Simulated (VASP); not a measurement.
A run of VASP 6.6.1 is set up as follows.

INCAR

```
SYSTEM = Ti
PREC = Accurate ; ENCUT = 520
EDIFF = 1E-6 ; ISMEAR = -5
SIGMA = 0.05 ; LREAL = .FALSE.
LASPH = .TRUE. ; NELM = 150
ALGO = Normal ; ISIF = 2
LWAVE = .FALSE. ; LCHARG = .FALSE.
LMAXMIX = 4 ; LDAU = .TRUE.
LDAUTYPE = 2 ; LDAUL = 2
LDAUU = 3 ; LDAUJ = 0
LDAUPRINT = 1 ; GGA = RE
IVDW = 12 ; NBANDS = 12
```

The input KPOINTS:

```
Automatic mesh
0
G
  11 11 11
  0 0 0
```

POSCAR

```
Ti
1.0
    0.0000000000      2.0300000000      2.0300000000
    2.0300000000      0.0000000000      2.0300000000
    2.0300000000      2.0300000000      0.0000000000
Ti
1
Direct
    0.0000000000      0.0000000000      0.0000000000
```

Potentials or basis: VASP PAW PBE potentials, release 64 (Ti_sv).

The run is started by

```sh
$ cat potpaw_PBE.64/Ti_sv/POTCAR > POTCAR
$ mpirun -np 1 vasp_std > vasp.out
```

Q: Estimate the pressure.

A: 3.7 GPa.

Q: What does it give for the dispersion energy per atom?

A: -1.164 eV.

Eigenvalues of the final occupation matrices:
```csv
site,spin,trace,eigenvalues
site 1 d,1,0.90,0.13 0.13 0.21 0.21 0.21
site 1 d,2,0.90,0.13 0.13 0.21 0.21 0.21
```

Caveat: the PAW data sets were made with another functional, which shifts forces and pressure a little; U without spin polarisation on a metal has little footing; pairwise dispersion overbinds metals, which lowers pressure and volume; the U is typed as a test and isn't derived for this compound; tetrahedron occupations give inexact forces and stress in metals.
